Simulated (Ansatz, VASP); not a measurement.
# One calculation of Cl, two programs

```xyz
1
Lattice="3.2936 0.0000 0.0000 -1.6468 2.8524 0.0000 0.0000 0.0000 3.0775" Properties=species:S:1:pos:R:3 pbc="T T T"
Cl    0.0000    0.0000    0.0000
```

Alike in both runs: task single point; functional PBEsol; k mesh 6 × 6 × 6; occupations gaussian, width 0.1 eV; no spin polarisation.

```csv
,VASP,Ansatz
version,VASP 6.6.1,Ansatz 0.2.0
potentials or method,"VASP PAW PBE potentials, release 64 (Cl), cutoff 500 eV","scalar-relativistic, plane waves, PAW"
valence electrons in the cell,7,7
```

Ansatz gave:

| Property | Result |
| --- | --- |
| gap on the k mesh at the Fermi level (eV) | none |
| pressure (GPa) | -6.3 |
| traceless stress, the component that is largest in VASP (GPa) | -1.92 |

**Question.** What did VASP give for the same quantities?

**Answer.** gap on the k mesh at the Fermi level (eV): none; pressure (GPa): -6.4; traceless stress, the component that is largest in VASP (GPa): -1.93.

VASP's potentials were made for PBE, not for PBEsol. A gap of «none» marks a metal or a gap that the smearing closes. With one functional, cell and mesh, what is left measures potentials, basis and numerics.

The k mesh is coarse, so the values compare programs but aren't converged.
